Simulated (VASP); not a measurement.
Write the native input for VASP 6.6.1 that does the following.

```
Task                   : single point
Functional             : r2SCAN
Potentials or basis    : VASP PAW PBE potentials, release 64 (Ga_d, N)
Cutoff                 : 520 eV
k mesh                 : 10 × 10 × 10
Occupations            : gaussian, width 0.01 eV
Spin                   : no spin polarisation
Dipole correction      : no
Further INCAR settings : ALGO = Normal; EDIFF = 1e-06; NBANDS = 16
```

GaN:

```
Ga N
1.0
     2.23423    2.23423    0.00000
    -2.23423    2.23423    0.00000
     0.00000    2.23423    2.23423
Ga N
1 1
Direct
  0.00000 0.00000 0.00000
  0.25000 0.75000 0.50000
```

The input as run:

POSCAR

```
GaN
1.0
    2.2342277387      2.2342277387      0.0000000000
   -2.2342277387      2.2342277387      0.0000000000
    0.0000000000      2.2342277387      2.2342277387
Ga N
1 1
Direct
    0.0000000000      0.0000000000      0.0000000000
    0.2500000000      0.7500000000      0.5000000000
```

INCAR.step1

```
PREC = Accurate
ENCUT = 520
ISMEAR = 0
SIGMA = 0.01
LREAL = False
LASPH = True
NELM = 60
NBANDS = 16
GGA = PE
ALGO = Normal
EDIFF = 1E-4
LWAVE = True
LCHARG = False
```

INCAR.step2

```
PREC = Accurate
ENCUT = 520
EDIFF = 1E-6
ISMEAR = 0
SIGMA = 0.01
LREAL = False
LASPH = True
NELM = 60
ALGO = Normal
ISIF = 2
LWAVE = False
LCHARG = False
METAGGA = R2SCAN
LMIXTAU = True
NBANDS = 16
ISTART = 1
```

KPOINTS

```
regular mesh
0
Gamma
  10 10 10
```

Potentials or basis: VASP PAW PBE potentials, release 64 (Ga_d, N).

The run is started by

```bash
$ cat potpaw_PBE.64/Ga_d/POTCAR potpaw_PBE.64/N/POTCAR > POTCAR
$ cp INCAR.step1 INCAR
$ mpirun -np 1 vasp_std > vasp.out
$ cp INCAR.step2 INCAR
$ mpirun -np 1 vasp_std > vasp.out
```

It gave:

```
Pressure               : 5.2 GPa
Band gap on the k mesh : 2.29 eV
```

Caveat: the cell stands under pressure; the PAW data sets were made with another functional, which shifts forces and pressure a little.

Run time: 23 s on 1 thread of Intel(R) Xeon(R) 6975P-C (Granite Rapids), with other jobs on the host, peak memory 0.15 GiB.
